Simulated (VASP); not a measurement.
**TiB: single point with r2SCAN**

The system is TiB.

```
Ti B
1.0
     0.00000    2.10100    1.99595
     2.10100    0.00000    1.99595
     2.10100    2.10100    0.00000
Ti B
1 1
Direct
  0.75000 0.75000 0.75000
  0.00000 0.00000 0.00000
```

This cell differs from its parent crystal: strain +0.000 along x and y, -0.050 along z.

* Program: VASP 6.6.1
* Task: single point
* Functional: r2SCAN
* Potentials or basis: VASP PAW PBE potentials, release 64 (Ti_sv, B)
* Cutoff: 520 eV
* k mesh: 20 × 20 × 20
* Occupations: gaussian, width 0.15 eV
* Spin: no spin polarisation
* Dipole correction: no
* Further INCAR settings: ALGO = Normal; EDIFF = 1e-06; NBANDS = 14

```json
{"Pressure": "146.0 GPa", "Band gap on the k mesh": "zero (an odd number of electrons rules out a gap without spin polarisation)"}
```

Stress tensor (GPa, compression positive):
```
151.30   0.00   0.00
  0.00 151.30   0.00
  0.00   0.00 135.55
```

Levels at points of the mesh, in eV from the Fermi level:
```tsv
k point	band 4	band 5	band 6	band 7	band 8	band 9	band 10	band 11	band 12	band 13
(0.00, 0.00, 0.00)	-31.98	-9.66	-2.30	-2.30	-2.12	3.38	4.02	13.44	13.55	13.55
(0.50, 0.00, 0.00)	-32.12	-6.12	-2.61	-1.70	-1.14	4.53	4.82	6.67	11.00	11.00
(0.50, 0.50, 0.00)	-32.47	-5.20	-4.86	1.88	1.88	1.90	5.37	6.68	6.68	8.96
(0.50, 0.00, 0.50)	-32.35	-5.18	-4.70	1.02	1.93	2.34	5.33	6.47	7.06	8.40
```

It took 11 min on 1 thread of AMD EPYC 7R43 64-Core Processor (Zen 3) (shared host), peak memory 0.25 GiB.

Caveat: the cell differs from its parent crystal (strain +0.000 along x and y, -0.050 along z); the cell stands under pressure; the PAW data sets were made with another functional, which shifts forces and pressure a little.
